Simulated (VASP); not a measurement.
# C (Fd-3m) in VASP: a series of runs

The runs below take C through vibrations by perturbation theory, elastic constants, with PBEsol.

Everything below comes from runs of VASP 6.6.1. Logs are shortened: lines on timing, memory, paths and dates and some standing lists are left out, and cuts for length are marked.

## 1. The cell of the first run

Symmetry: Fd-3m, No. 227, cubic system. The conventional cell has a = 3.554 Å, b = 3.554 Å, c = 3.554 Å, α = 90.00°, β = 90.00°, γ = 90.00°. Within 2.1 Å of C (site symmetry -43m) lie 4 C at 1.54 Å.

## 2. Vibrations by perturbation theory, PBEsol

INCAR

```
SYSTEM = C
  ALGO = Normal
  EDIFF = 1E-8
  ENCUT = 520
  GGA = PS
  IBRION = 8
  ISIF = 2
  ISMEAR = 0
  LASPH = .True.
  LCHARG = .False.
  LEPSILON = .True.
  LREAL = .False.
  LWAVE = .False.
  NBANDS = 11
  NELM = 80
  NSW = 1
  PREC = Accurate
  SIGMA = 0.01
```

KPOINTS

```
k-points
0
Gamma
  12 12 12
  0 0 0
```

POSCAR

```
C
1.0
    0.0000000000      1.7769046140      1.7769046140
    1.7769046140      0.0000000000      1.7769046140
    1.7769046140      1.7769046140      0.0000000000
C
2
Direct
    0.5000000000      0.5000000000      0.5000000000
    0.7500000000      0.7500000000      0.7500000000
```

Potentials or basis: VASP PAW PBE potentials, release 64 (C).

On the command line:

```sh
cat potpaw_PBE.64/C/POTCAR > POTCAR
mpirun -np 1 vasp_std > vasp.out
```

OUTCAR:

```text
SYSTEM = C
   EDIFF = 1E-8
   ENCUT = 520
   GGA = PS
   IBRION = 8
   ISIF = 2
   ISMEAR = 0
   LASPH = .True.
   LEPSILON = .True.
   LREAL = .False.
   NELM = 80
   NSW = 1
   PREC = Accurate

 ion  position               nearest neighbor table
   1  0.500  0.500  0.500-   2 1.54   2 1.54   2 1.54   2 1.54
   2  0.750  0.750  0.750-   1 1.54   1 1.54   1 1.54   1 1.54

  LATTYP: Found a face centered cubic cell.
 ALAT       =     3.5538092280

  Lattice vectors:

 A1 = (   0.0000000000,   1.7769046140,   1.7769046140)
 A2 = (   1.7769046140,   0.0000000000,   1.7769046140)
 A3 = (   1.7769046140,   1.7769046140,   0.0000000000)

Analysis of symmetry for initial positions (statically):
=====================================================================
 Subroutine PRICEL returns:
 Original cell was already a primitive cell.

 Routine SETGRP: Setting up the symmetry group for a
 face centered cubic supercell.

 Subroutine GETGRP returns: Found 48 space group operations
 (whereof 24 operations were pure point group operations)
 out of a pool of 48 trial point group operations.

The static configuration has the point symmetry T_d .
 The point group associated with its full space group is O_h .

Analysis of symmetry for dynamics (positions and initial velocities):
=====================================================================
 Subroutine PRICEL returns:
 Original cell was already a primitive cell.

 Routine SETGRP: Setting up the symmetry group for a
 face centered cubic supercell.

 Subroutine GETGRP returns: Found 48 space group operations
 (whereof 24 operations were pure point group operations)
 out of a pool of 48 trial point group operations.

The dynamic configuration has the point symmetry T_d .
 The point group associated with its full space group is O_h .

 Subroutine INISYM returns: Found 48 space group operations
 (whereof 24 operations are pure point group operations),
 and found     1 'primitive' translations

----------------------------------------------------------------------------------------
[... 565 lines left out ...]
           5.871648    -0.000000     0.000000
          -0.000000     5.871648    -0.000000
           0.000000     0.000000     5.871648
 ------------------------------------------------------

 PIEZOELECTRIC TENSOR (including local field effects)  for field in x, y, z        (e  Angst)
          XX          YY          ZZ          XY          YZ          ZX
  --------------------------------------------------------------------------------
  x    -0.00000    -0.00000    -0.00000     0.00000    -0.00000    -0.00000
  y    -0.00000     0.00000    -0.00000    -0.00000    -0.00000     0.00000
  z     0.00000     0.00000     0.00000     0.00000    -0.00000     0.00000

 PIEZOELECTRIC TENSOR (including local field effects)  for field in x, y, z        (C/m^2)
          XX          YY          ZZ          XY          YZ          ZX
  --------------------------------------------------------------------------------
  x    -0.00000    -0.00000    -0.00000     0.00000    -0.00000    -0.00000
  y    -0.00000     0.00000    -0.00000    -0.00000    -0.00000     0.00000
  z     0.00000     0.00000     0.00000     0.00000    -0.00000     0.00000

 BORN EFFECTIVE CHARGES (including local field effects) (in |e|, cummulative output)
 ---------------------------------------------------------------------------------
 ion    1
    1     0.00000     0.00000     0.00000
    2    -0.00000     0.00000    -0.00000
    3    -0.00000     0.00000    -0.00000
 ion    2
    1    -0.00000    -0.00000     0.00000
    2     0.00000    -0.00000     0.00000
    3     0.00000     0.00000     0.00000

 INTERNAL STRAIN TENSOR FOR ION    2 for displacements in x,y,z  (eV/Angst):
          X           Y           Z          XY          YZ          ZX
  --------------------------------------------------------------------------------
  x     0.00000    -0.00000     0.00000     0.00000    -4.00452     0.00000
  y    -0.00000     0.00000     0.00000     0.00000     0.00000    -4.00452
  z    -0.00000     0.00000     0.00000    -4.00452     0.00000     0.00000

 SECOND DERIVATIVES (NOT SYMMETRIZED)
 ------------------------------------
               1X          1Y          1Z          2X          2Y          2Z
  1X   -37.884116    0.000000    0.000000   37.884116    0.000000    0.000000
  1Y     0.000000  -37.884116    0.000000    0.000000   37.884116    0.000000
  1Z     0.000000    0.000000  -37.884116    0.000000    0.000000   37.884116
  2X    37.884116    0.000000    0.000000  -37.884116    0.000000    0.000000
  2Y     0.000000   37.884116    0.000000    0.000000  -37.884116    0.000000
  2Z     0.000000    0.000000   37.884116    0.000000    0.000000  -37.884116

 Eigenvectors and eigenvalues of the dynamical matrix
 ----------------------------------------------------

   1 f  =   39.264920 THz   246.708770 2PiTHz 1309.736758 cm-1   162.386589 meV
             X         Y         Z           dx          dy          dz
      1.776905  1.776905  1.776905     0.000000   -0.707107    0.000000
      2.665357  2.665357  2.665357     0.000000    0.707107    0.000000
[... 21 lines left out ...]
   6 f  =    0.000000 THz     0.000000 2PiTHz    0.000000 cm-1     0.000000 meV
             X         Y         Z           dx          dy          dz
      1.776905  1.776905  1.776905     0.000000    0.000000    0.707107
      2.665357  2.665357  2.665357     0.000000    0.000000    0.707107

--------------------------------------------------------------------------------------------------------

 MACROSCOPIC STATIC DIELECTRIC TENSOR IONIC CONTRIBUTION
 ------------------------------------------------------
           0.000000     0.000000    -0.000000
           0.000000     0.000000     0.000000
          -0.000000     0.000000     0.000000
 ------------------------------------------------------

 ELASTIC MODULI CONTR FROM IONIC RELAXATION (kBar)
 Direction    XX          YY          ZZ          XY          YZ          ZX
 --------------------------------------------------------------------------------
 XX          -0.0000      0.0000     -0.0000     -0.0000      0.0000     -0.0000
 YY           0.0000     -0.0000     -0.0000      0.0000     -0.0000      0.0000
 ZZ          -0.0000     -0.0000     -0.0000      0.0000      0.0000      0.0000
 XY          -0.0000      0.0000      0.0000    -60.4410      0.0000      0.0000
 YZ           0.0000     -0.0000      0.0000      0.0000    -60.4410      0.0000
 ZX          -0.0000      0.0000      0.0000      0.0000      0.0000    -60.4410
 --------------------------------------------------------------------------------

 PIEZOELECTRIC TENSOR IONIC CONTR  for field in x, y, z        (C/m^2)
          XX          YY          ZZ          XY          YZ          ZX
  --------------------------------------------------------------------------------
  x    -0.00000     0.00000    -0.00000     0.00000     0.00000     0.00000
  y     0.00000    -0.00000    -0.00000    -0.00000    -0.00000     0.00000
  z    -0.00000     0.00000     0.00000    -0.00000    -0.00000     0.00000
```

OSZICAR:

```text
N       E                     dE             d eps       ncg     rms          rms(c)
DAV:   1     0.792496222888E+00    0.79250E+00   -0.47643E+03  1643   0.700E+02
DAV:   2    -0.195633270765E+02   -0.20356E+02   -0.19725E+02  2109   0.131E+02
DAV:   3    -0.199336142949E+02   -0.37029E+00   -0.36940E+00  1845   0.134E+01
DAV:   4    -0.199342438747E+02   -0.62958E-03   -0.62956E-03  1709   0.681E-01
[... 118 lines left out ...]
RMM:   6    -0.111592583437E+00    0.40150E-05   -0.21245E-06 10121   0.598E-04    0.484E-04
RMM:   7    -0.111589530378E+00    0.30531E-05   -0.82712E-07 10316   0.331E-04    0.655E-05
RMM:   8    -0.111589245520E+00    0.28486E-06    0.37325E-08 10377   0.440E-05    0.733E-06
RMM:   9    -0.111589197380E+00    0.48140E-07    0.46019E-08 10703   0.903E-06    0.207E-06
RMM:  10    -0.111589199117E+00   -0.17366E-08    0.28877E-08  9000   0.468E-06    0.189E-07
 Linear response finished
```

It took 93 s on 1 thread of Intel Xeon Platinum 8488C (Sapphire Rapids), shared host; peak memory 0.18 GiB.

Results:

```
Electronic dielectric tensor (diagonal) : 5.87
Born charges (mean of the diagonal)     : C +0.00 e
Highest phonon frequency at Γ           : 1310 cm⁻¹
```

Phonon frequencies in cm⁻¹ (negative: imaginary):
| q point | frequencies |
| --- | --- |
| (0.000, 0.000, 0.000) | 0 0 0 1310 1310 1310 |

Electronic dielectric tensor:
```
5.87 0.00 0.00
0.00 5.87 0.00
0.00 0.00 5.87
```

Born effective charge tensors (e):
atom 1, C
```
0.00 0.00 0.00
0.00 0.00 0.00
0.00 0.00 0.00
```
atom 2, C
```
0.00 0.00 0.00
0.00 0.00 0.00
0.00 0.00 0.00
```

Caveat: the cell wasn't relaxed at this level first, which shifts response properties; the PAW data sets were made with another functional, which shifts forces and pressure a little.

## 3. Vibrations by perturbation theory, PBEsol (phonons at volume x 1.02)

INCAR

```
ALGO     = Normal         # electronic algorithm
EDIFF    = 1E-8           # SCF threshold, eV
ENCUT    = 520            # plane-wave cutoff, eV
GGA      = PS             # functional
IBRION   = 8              # ionic algorithm
ISIF     = 2              # what is computed and relaxed
ISMEAR   = 0              # smearing method
LASPH    = T              # aspherical terms in the spheres
LCHARG   = F              # write CHGCAR
LEPSILON = T              # dielectric tensor by DFPT
LREAL    = F              # projectors in reciprocal space
LWAVE    = F              # write WAVECAR
NBANDS   = 11             # bands
NELM     = 80             # most SCF steps
NSW      = 1              # ionic steps
PREC     = Accurate       # precision mode
SIGMA    = 0.01           # smearing width, eV
```

KPOINTS

```
k-points
0
Gamma
  12 12 12
```

POSCAR

```
C
1.0
    0.0000000000      1.7886725372      1.7886725372
    1.7886725372      0.0000000000      1.7886725372
    1.7886725372      1.7886725372      0.0000000000
C
2
Direct
    0.5000000000      0.5000000000      0.5000000000
    0.7500000000      0.7500000000      0.7500000000
```

Potentials or basis: VASP PAW PBE potentials, release 64 (C).

On the command line:

```sh
cat potpaw_PBE.64/C/POTCAR > POTCAR
mpirun -np 1 vasp_std > vasp.out
```

OUTCAR:

```text
EDIFF = 1E-8
   ENCUT = 520
   GGA = PS
   IBRION = 8
   ISIF = 2
   ISMEAR = 0
   LASPH = T
   LEPSILON = T
   LREAL = F
   NELM = 80
   NSW = 1
   PREC = Accurate

 ion  position               nearest neighbor table
   1  0.500  0.500  0.500-   2 1.55   2 1.55   2 1.55   2 1.55
   2  0.750  0.750  0.750-   1 1.55   1 1.55   1 1.55   1 1.55

  LATTYP: Found a face centered cubic cell.
 ALAT       =     3.5773450744

[... 658 lines left out ...]
      1.788673  1.788673  1.788673     0.000000   -0.707107    0.000000
      2.683009  2.683009  2.683009     0.000000    0.707107    0.000000
[... 21 lines left out ...]
   6 f  =    0.000000 THz     0.000000 2PiTHz    0.000000 cm-1     0.000000 meV
             X         Y         Z           dx          dy          dz
      1.788673  1.788673  1.788673     0.000000    0.000000    0.707107
      2.683009  2.683009  2.683009     0.000000    0.000000    0.707107

--------------------------------------------------------------------------------------------------------

 MACROSCOPIC STATIC DIELECTRIC TENSOR IONIC CONTRIBUTION
 ------------------------------------------------------
           0.000000    -0.000000     0.000000
          -0.000000     0.000000     0.000000
           0.000000     0.000000     0.000000
 ------------------------------------------------------

 ELASTIC MODULI CONTR FROM IONIC RELAXATION (kBar)
 Direction    XX          YY          ZZ          XY          YZ          ZX
 --------------------------------------------------------------------------------
 XX          -0.0000     -0.0000     -0.0000     -0.0000     -0.0000      0.0000
 YY          -0.0000     -0.0000     -0.0000     -0.0000     -0.0000     -0.0000
 ZZ          -0.0000     -0.0000     -0.0000     -0.0000     -0.0000      0.0000
 XY          -0.0000     -0.0000     -0.0000    -32.7031      0.0000      0.0000
 YZ          -0.0000     -0.0000     -0.0000      0.0000    -32.7031      0.0000
 ZX           0.0000     -0.0000      0.0000      0.0000      0.0000    -32.7031
 --------------------------------------------------------------------------------

 PIEZOELECTRIC TENSOR IONIC CONTR  for field in x, y, z        (C/m^2)
          XX          YY          ZZ          XY          YZ          ZX
  --------------------------------------------------------------------------------
  x    -0.00000    -0.00000    -0.00000     0.00000    -0.00000     0.00000
  y     0.00000    -0.00000     0.00000     0.00000     0.00000    -0.00000
  z     0.00000     0.00000     0.00000     0.00000     0.00000     0.00000
```

Run time: 1.7 min. Hardware: 1 thread of Intel Xeon Platinum 8488C (Sapphire Rapids), shared host; peak memory 0.19 GiB.

What came out:

* Electronic dielectric tensor (diagonal): 5.90
* Born charges (mean of the diagonal): C +0.00 e
* Highest phonon frequency at Γ: 1284 cm⁻¹

Phonon frequencies in cm⁻¹ (negative: imaginary):
```csv
q point,frequencies
"(0.000, 0.000, 0.000)",0 0 0 1284 1284 1284
```

Electronic dielectric tensor:
```
5.90 0.00 0.00
0.00 5.90 0.00
0.00 0.00 5.90
```

Born effective charge tensors (e):
atom 1, C
```
0.00 0.00 0.00
0.00 0.00 0.00
0.00 0.00 0.00
```
atom 2, C
```
0.00 0.00 0.00
0.00 0.00 0.00
0.00 0.00 0.00
```

Caveat: the cell differs from its parent crystal (phonons at volume x 1.02); the cell wasn't relaxed at this level first, which shifts response properties; the PAW data sets were made with another functional, which shifts forces and pressure a little.

## 4. Elastic constants, PBEsol

This run uses another cell than the first one, of 5.36 Å³/atom, 0.956 times its volume.

INCAR

```
PREC = Accurate
ENCUT = 600
EDIFF = 1E-8
ISMEAR = 0
SIGMA = 0.01
LREAL = False
LASPH = True
NELM = 80
ALGO = Normal
ISIF = 3
LWAVE = False
LCHARG = True
GGA = PS
IBRION = 6
NFREE = 2
POTIM = 0.015
NSW = 1
```

KPOINTS

```
regular mesh
0
Gamma
  12 12 12
```

POSCAR

```
C
1.0
    0.0000000000      1.7504341278      1.7504341278
    1.7504341278      0.0000000000      1.7504341278
    1.7504341278      1.7504341278      0.0000000000
C
2
Direct
    0.5000000000      0.5000000000      0.5000000000
    0.7500000000      0.7500000000      0.7500000000
```

On the command line:

```sh
cat potpaw_PBE.64/C/POTCAR > POTCAR
mpirun -np 1 vasp_std > vasp.out
```

It took 2.9 min on 1 thread of Intel Xeon Platinum 8488C (Sapphire Rapids), shared host; peak memory 0.19 GiB.

It converged, with:

| Quantity | Value |
| --- | --- |
| Elastic constants C11, C12, C44 | 1156, 182, 634 GPa |
| Voigt bulk modulus | 507 GPa |
| Highest phonon frequency at Γ | 1370 cm⁻¹ |

Phonon frequencies in cm⁻¹ (negative: imaginary):
```tsv
q point	frequencies
(0.000, 0.000, 0.000)	0 0 0 1370 1370 1370
```

Elastic tensor in Voigt notation (GPa, in the Cartesian axes of the cell as first typed):
```
1156  182  182    0    0    0
 182 1156  182    0    0    0
 182  182 1156    0    0    0
   0    0    0  634    0    0
   0    0    0    0  634    0
   0    0    0    0    0  634
```

Clamped-ion elastic tensor (GPa):
```
1156  182  182    0    0    0
 182 1156  182    0    0    0
 182  182 1156    0    0    0
   0    0    0  650    0    0
   0    0    0    0  650    0
   0    0    0    0    0  650
```

Caveat: the cell is under stress, which shifts elastic constants; the PAW data sets were made with another functional, which shifts forces and pressure a little.
